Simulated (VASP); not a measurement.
Runs of VASP 6.6.1 on K3W. The structure is that of space group Pm-3m (No. 221), or close to it. The cells are those of the table. 

```csv
task,cell,k mesh,cutoff (eV),gap on the mesh (eV),pressure (GPa),relaxed volume (Å³/atom)
single point,"a = 5.459 Å, 4 atoms",8 × 8 × 8,520,none,0.0,-
relaxation of cell and atoms,"relaxed from a = 5.442 Å, 4 atoms",8 × 8 × 8,600,none,0.0,40.76
relaxation of cell and atoms,"relaxed from a = 4.974 Å, 4 atoms",4 × 4 × 4,600,none,0.0,(a)
single point,"a = 5.442 Å, 4 atoms",4 × 4 × 4,520,none,0.1,-
```

Alike in all rows: level PBE; potentials or basis VASP PAW PBE potentials, release 64 (K_sv, W_sv); no spin polarisation; smearing gaussian 0.1 eV.

Question: Fill in the values left out.

Answer: (a) 40.52.

Caveats: spin-orbit coupling is left out, which moves the levels of the heavy elements; the volume moved by over 15 % at a fixed basis, so the end points are rough (at least some runs).

A k mesh can miss the band edges, and the runs leave out spin-orbit coupling on W.

A gap of «none» marks levels without a gap at the run's occupations.
